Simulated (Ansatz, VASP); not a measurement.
**TiTe2: VASP beside Ansatz**

```
Ti Te
1.0
     3.55429    0.00000    0.00000
    -1.77715    3.07811    0.00000
     0.00000    0.00000    7.33782
Ti Te
1 2
Direct
  0.00000 0.00000 0.00000
  0.66667 0.33333 0.26280
  0.33333 0.66667 0.73720
```

Alike in both runs: task single point; functional PBE; dispersion D3(BJ); k mesh 18 × 18 × 8; occupations gaussian, width 0.15 eV; no spin polarisation.

```csv
,VASP,Ansatz
version,VASP 6.6.1,Ansatz 0.2.0
potentials or method,"VASP PAW PBE potentials, release 64 (Ti_sv, Te), cutoff 520 eV","scalar-relativistic, plane waves, PAW"
valence electrons in the cell,24,44
```

|  | VASP | Ansatz | Ansatz less VASP |
| --- | --- | --- | --- |
| gap on the k mesh at the Fermi level (eV) | none | none | - |
| pressure (GPa) | -3.0 | -2.9 | 0.00 |
| traceless stress, the component that is largest in VASP (GPa) | -5.49 | -5.53 | -0.043 |
| rms of the force components (eV/Å) | 0.388 | 0.393 | +0.0050 |

Atom by atom the forces differ by 0.005 eV/Å (rms over components). A gap of «none» marks a metal or a gap that the smearing closes. VASP's potentials hold 24 valence electrons a cell and Ansatz's 44, so a difference there can come from the potentials and not from the codes.

Spin-orbit coupling is off throughout.
